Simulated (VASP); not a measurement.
# Cu (Cmcm) in VASP: notebook

Runs on Cu. Level: PBEsol. Tasks: single point.

All numbers are computed with VASP 6.6.1; they aren't measurements. Logs are shortened: lines on timing, memory, paths and dates and some standing lists are left out, and cuts for length are marked.

## (1) The cell of the first run

The structure is orthorhombic, space group Cmcm (No. 63). The conventional cell has a = 2.296 Å, b = 8.354 Å, c = 2.468 Å, α = 90.00°, β = 90.00°, γ = 90.00°. Within 3.0 Å of Cu (site symmetry m2m) lie 10 Cu at 2.30 to 2.57 Å.

## (2) Single point, PBEsol (normal strain along x -0.0550, normal strain along y +0.0550)

File INCAR:

```
  PREC = Accurate
  ENCUT = 520
  EDIFF = 1E-6
  ISMEAR = 0
  SIGMA = 0.15
  LREAL = F
  LASPH = T
  NELM = 60
  ALGO = Fast
  ISIF = 2
  LWAVE = F
  LCHARG = F
  GGA = PS
  NBANDS = 18
```

File KPOINTS:

```
regular mesh
0
Gamma
  20 20 18
```

File POSCAR:

```
Cu
1.0
    1.1478865243     -4.1772371477      0.0000000000
    1.1478865243      4.1772371477      0.0000000000
    0.0000000000      0.0000000000      2.4675572805
Cu
2
Direct
    0.1338543804      0.8661456196      0.2500000000
    0.8661456196      0.1338543804      0.7500000000
```

Potentials or basis: VASP PAW PBE potentials, release 64 (Cu).

Run with:

```
$ cat potpaw_PBE.64/Cu/POTCAR > POTCAR
$ mpirun -np 1 vasp_std > vasp.out
```

OUTCAR:

```text
PREC = Accurate
   ENCUT = 520
   EDIFF = 1E-6
   ISMEAR = 0
   LREAL = F
   LASPH = T
   NELM = 60
   ISIF = 2
   GGA = PS

 ion  position               nearest neighbor table
   1  0.134  0.866  0.250-   2 2.55   2 2.55   2 2.57   2 2.57   2 2.57   2 2.57
   2  0.866  0.134  0.750-   1 2.55   1 2.55   1 2.57   1 2.57   1 2.57   1 2.57

  LATTYP: Found a base centered orthorhombic cell.
 ALAT       =     2.2957730486
 B/A-ratio  =     3.6390680257
 C/A-ratio  =     1.0748263126

  Lattice vectors:

 A1 = (   1.1478865243,  -4.1772371477,   0.0000000000)
 A2 = (   1.1478865243,   4.1772371477,   0.0000000000)
 A3 = (   0.0000000000,   0.0000000000,   2.4675572805)

Analysis of symmetry for initial positions (statically):
=====================================================================
 Subroutine PRICEL returns:
 Original cell was already a primitive cell.

 Routine SETGRP: Setting up the symmetry group for a
 base centered orthorhombic supercell.

 Subroutine GETGRP returns: Found  8 space group operations
 (whereof  4 operations were pure point group operations)
 out of a pool of  8 trial point group operations.

The static configuration has the point symmetry C_2h.
 The point group associated with its full space group is D_2h.

Analysis of symmetry for dynamics (positions and initial velocities):
=====================================================================
 Subroutine PRICEL returns:
 Original cell was already a primitive cell.

 Routine SETGRP: Setting up the symmetry group for a
 base centered orthorhombic supercell.

 Subroutine GETGRP returns: Found  8 space group operations
 (whereof  4 operations were pure point group operations)
 out of a pool of  8 trial point group operations.

The dynamic configuration has the point symmetry C_2h.
 The point group associated with its full space group is D_2h.

 Subroutine INISYM returns: Found  8 space group operations
 (whereof  4 operations are pure point group operations),
 and found     1 'primitive' translations

----------------------------------------------------------------------------------------

                                     Primitive cell

  volume of cell :      23.6638

  direct lattice vectors                    reciprocal lattice vectors
     1.147886524 -4.177237148  0.000000000     0.435583126 -0.119696341  0.000000000
     1.147886524  4.177237148  0.000000000     0.435583126  0.119696341  0.000000000
     0.000000000  0.000000000  2.467557280     0.000000000  0.000000000  0.405259083

  length of vectors
[... 76 lines left out ...]
   ISPIN  =      1    spin polarized calculation?
   LNONCOLLINEAR =      F non collinear calculations
   LSORBIT =      F    spin-orbit coupling
   LASPH  =      T    aspherical Exc in radial PAW
   ENCUT  =  520.0 eV  38.22 Ry    6.18 a.u.   8.05  8.05  4.59*2*pi/ulx,y,z
   NELM   =     60;   NELMIN=  2; NELMDL= -5     # of ELM steps
   EDIFF  = 0.1E-05   stopping-criterion for ELM
   LREAL  =      F    real-space projection
[... 7 lines left out ...]
   TEBEG  =    0.0;   TEEND  =   0.0 temperature during run
   PSTRESS=    0.0 pullay stress
   NELECT =      22.0000    total number of electrons
   NUPDOWN=      -1.0000    fix difference up-down
   EMIN   =  10.00;   EMAX   =-10.00  energy-range for DOS
   EFERMI =   0.00;   METHOD = LEGACY
   ISMEAR =     0;   SIGMA  =   0.15  broadening in eV -4-tet -1-fermi 0-gaus
   EFERMI_NEDOS =   21; number of points for ismear=-14 and -15
   IALGO  =     68    algorithm
   IMIX   =      4    mixing-type and parameters
     AMIX     =   0.40;   BMIX     =  1.00
     AMIX_MAG =   1.60;   BMIX_MAG =  1.00
  volume/ion in A,a.u.               =      11.83        79.85
  Fermi-wavevector in a.u.,A,eV,Ry     =   1.597793  3.019392 34.734907  2.552944
  Thomas-Fermi vector in A             =   2.695344
   LORBIT       =      0    0 simple, 1 ext, 2 COOP (PROOUT), +10 PAW based schemes
   GGA     = PS    functional components
   LHFCALC =     F    Hartree Fock is set to
   AEXX    =    0.0000 exact exchange contribution
   IVDW    =     0    specifies the selected vdW correction
   LEPSILON=     F    determine dielectric tensor
   LRPA    =     F    only Hartree local field effects (RPA)
 non-spin polarized calculation
 RMM-DIIS sequential band-by-band and
 Gauss-broadening in eV      SIGMA  =   0.15
  energy-cutoff  :      520.00
  volume of cell :       23.66
 maximum number of plane-waves:       660
   NGX = 17   NGY = 17   NGZ =  9

 number of electron      21.9999981 magnetization

 Free energy of the ion-electron system (eV)
  ---------------------------------------------------
  ext. energy  EPLUGINS =         0.00000000
  ---------------------------------------------------
  free energy    TOTEN  =        -8.19744280 eV

  energy without entropy =       -8.19052125  energy(sigma->0) =       -8.19398202

 E-fermi :   7.3305     XC(G=0): -12.8620

 val. band max:        7.3299733048   @ k =   0.4000   0.1500   0.1111
 cond. band min:       7.3316799259   @ k =   0.5000   0.1500   0.3333
 fundamental gap:      0.0017066210
 Fermi energy:         7.3304811877

 k-point     1 :       0.0000    0.0000    0.0000
  band No.  band energies     occupation
      1      -2.0009      2.00000
      2       2.2160      2.00000
      3       2.9191      2.00000
      4       3.3156      2.00000
      5       4.4216      2.00000
      6       4.4509      2.00000
[... 481 lines left out ...]
      5       4.2638      2.00000
      6       4.6934      2.00000
[... 10 lines left out ...]
     17      28.2614      0.00000
     18      29.0763      0.00000

 [... further k-points ...]

------------------------ aborting loop because EDIFF is reached ----------------------------------------

  FORCE on cell =-STRESS in cart. coord.  units (eV):
  Direction    XX          YY          ZZ          XY          YZ          ZX
  --------------------------------------------------------------------------------------
  -------------------------------------------------------------------------------------
  Total        2.8125686     -1.2706279     -0.4749750      0.0000000      0.0000000      0.0000000
  in kB      190.4269390    -86.0287546    -32.1585190      0.0000000      0.0000000      0.0000000
  external PRESSURE =      24.0798885 kB  Pullay stress =       0.0000000 kB

 VOLUME and BASIS-vectors are now :
 -----------------------------------------------------------------------------
  energy-cutoff  :      520.00
  volume of cell :       23.66
      direct lattice vectors                 reciprocal lattice vectors
     1.147886524 -4.177237148  0.000000000     0.435583126 -0.119696341  0.000000000
     1.147886524  4.177237148  0.000000000     0.435583126  0.119696341  0.000000000
     0.000000000  0.000000000  2.467557280     0.000000000  0.000000000  0.405259083

 POSITION                                       TOTAL-FORCE (eV/Angst)
 -----------------------------------------------------------------------------------
      1.14789      3.05895      0.61689         0.000000      0.185869      0.000000
      1.14789     -3.05895      1.85067         0.000000     -0.185869      0.000000
 -----------------------------------------------------------------------------------
    total drift:                               -0.000000     -0.000000      0.000000

  FREE ENERGIE OF THE ION-ELECTRON SYSTEM (eV)
  ---------------------------------------------------
  free  energy   TOTEN  =        -8.1974427959 eV

  energy  without entropy=       -8.1905212527  energy(sigma->0) =       -8.19398202
```

OSZICAR:

```text
N       E                     dE             d eps       ncg     rms          rms(c)
DAV:   1     0.121631985967E+03    0.12163E+03   -0.10502E+04 42912   0.218E+03
DAV:   2    -0.407120585950E+01   -0.12570E+03   -0.11919E+03 40072   0.287E+02
DAV:   3    -0.101780266593E+02   -0.61068E+01   -0.58730E+01 45218   0.860E+01
DAV:   4    -0.102428280757E+02   -0.64801E-01   -0.64758E-01 47144   0.952E+00
DAV:   5    -0.102437159839E+02   -0.88791E-03   -0.88787E-03 49194   0.973E-01    0.116E+01
RMM:   6    -0.895879357354E+01    0.12849E+01   -0.11789E+01 46508   0.608E+01    0.644E+00
RMM:   7    -0.821939386410E+01    0.73940E+00   -0.20841E+00 46058   0.268E+01    0.139E+00
RMM:   8    -0.819877620857E+01    0.20618E-01   -0.68862E-02 48444   0.251E+00    0.236E-01
RMM:   9    -0.819738791992E+01    0.13883E-02   -0.12697E-02 49235   0.198E+00    0.675E-02
RMM:  10    -0.819746853547E+01   -0.80616E-04   -0.26445E-03 50590   0.611E-01    0.803E-02
RMM:  11    -0.819743828136E+01    0.30254E-04   -0.75587E-04 50815   0.331E-01    0.370E-02
RMM:  12    -0.819743558962E+01    0.26917E-05   -0.22692E-04 50319   0.247E-01    0.257E-03
RMM:  13    -0.819744422962E+01   -0.86400E-05   -0.11218E-04 57643   0.897E-02    0.117E-02
RMM:  14    -0.819744566592E+01   -0.14363E-05   -0.10653E-05 41322   0.274E-02    0.125E-02
RMM:  15    -0.819744328371E+01    0.23822E-05   -0.26032E-06 32363   0.256E-02    0.527E-03
RMM:  16    -0.819744279595E+01    0.48776E-06   -0.81896E-07 25607   0.120E-02
   1 F= -.81974428E+01 E0= -.81939820E+01  d E =-.692154E-02
```

Run time: 9 min. Hardware: 1 thread of Intel Xeon 8259CL, shared host; peak memory 0.48 GiB.

Results:

| Property | Result |
| --- | --- |
| Free energy | -8.1974 eV |
| Pressure | 2.4 GPa |
| Largest force | 0.186 eV/Å |
| Band gap on the k mesh | zero (bands 11 and 12 overlap by 6.10 eV) |

Forces in eV/Å, atoms in the order of the input:
```
Cu   0.000  0.186  0.000
Cu   0.000 -0.186  0.000
```

Stress tensor (GPa, compression positive):
```
19.04  0.00  0.00
 0.00 -8.60  0.00
 0.00  0.00 -3.22
```

Levels at points of the mesh, in eV from the Fermi level:
```csv
k point,band 9,band 10,band 11,band 12,band 13,band 14
"(0.00, 0.00, 0.00)",-1.64,-1.54,-1.49,-0.88,3.72,14.82
"(0.50, 0.00, 0.00)",-2.12,-1.68,-0.09,1.77,3.09,7.19
"(0.50, 0.50, 0.00)",-2.15,-1.69,-1.48,-1.46,11.56,13.36
"(0.00, 0.00, 0.50)",-1.62,-1.62,-0.03,-0.03,7.33,7.33
"(0.50, 0.00, 0.50)",-1.05,-1.05,4.33,4.33,7.93,7.93
"(0.50, 0.50, 0.50)",-1.58,-1.58,-1.15,-1.15,3.46,3.46
```

Caveat: the cell differs from its parent crystal (normal strain along x -0.0550, normal strain along y +0.0550); the stress differs along the axes, from -9 to 19 GPa; the PAW data sets were made with another functional, which shifts forces and pressure a little.

[end of part 1 of 2]
